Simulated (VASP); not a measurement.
**AlGa3N4: single point with r2SCAN**

Crystal: AlGa3N4.

```
Al Ga N
1.0
     4.98475    0.00000    0.00002
     0.00000    3.06851    0.00000
    -0.00358    0.00000    5.47699
Al Ga N
1 3 4
Direct
  0.00058 0.50000 0.66730
  0.49917 0.50000 0.33506
  0.49925 0.00000 0.83146
  0.99986 0.00000 0.16619
  0.11941 0.50000 0.34060
  0.11733 0.00000 0.82593
  0.62024 0.00000 0.16619
  0.63175 0.50000 0.66727
```

This cell differs from its parent crystal: strain -0.030 along x and y, +0.000 along z.

- Program: VASP 6.6.1
- Task: single point
- Functional: r2SCAN
- Potentials or basis: VASP PAW PBE potentials, release 64 (Al, Ga_d, N)
- Cutoff: 520 eV
- k mesh: 6 × 8 × 4
- Occupations: gaussian, width 0.05 eV
- Spin: no spin polarisation
- Dipole correction: no
- Further INCAR settings: ALGO = Normal; EDIFF = 1e-06; NBANDS = 41

```
Pressure               : 15.0 GPa
Largest force          : 0.545 eV/Å
Band gap on the k mesh : 3.28 eV
```

Forces in eV/Å, atoms in the order of the input:
```
Al   0.246  0.000 -0.289
Ga   0.223  0.000  0.360
Ga   0.184  0.000  0.319
Ga   0.241  0.000 -0.347
N   -0.281  0.000  0.466
N   -0.256  0.000  0.265
N   -0.225  0.000 -0.411
N   -0.132  0.000 -0.362
```

Stress tensor (GPa, compression positive):
```
19.76  0.00 -0.07
 0.00 18.43  0.00
-0.07  0.00  6.83
```

Levels at points of the mesh, in eV from the valence-band top:
```csv
k point,band 29,band 30,band 31,band 32,band 33,band 34
"(0.00, 0.00, 0.00)",-0.20,-0.12,0.00,3.28,5.50,6.22
"(0.50, 0.00, 0.00)",-0.78,-0.57,-0.41,5.31,5.42,5.49
"(0.00, 0.50, 0.00)",-2.26,-2.10,-2.03,6.24,6.29,8.02
"(0.50, 0.50, 0.00)",-1.57,-1.53,-1.51,6.67,6.73,6.88
"(0.00, 0.00, 0.50)",-0.71,-0.63,-0.29,5.57,5.78,7.28
"(0.50, 0.00, 0.50)",-1.22,-1.19,-1.13,6.27,6.36,6.50
"(0.00, 0.50, 0.50)",-2.38,-1.21,-1.07,5.34,5.74,6.36
"(0.50, 0.50, 0.50)",-1.89,-1.78,-1.76,5.06,5.15,5.20
```

It took 8.3 min on 1 thread of AMD EPYC 9R45 96-Core Processor (Zen 5) (shared host), peak memory 0.3 GiB.

Caveat: the cell differs from its parent crystal (strain -0.030 along x and y, +0.000 along z); the cell stands under pressure; the PAW data sets were made with another functional, which shifts forces and pressure a little.
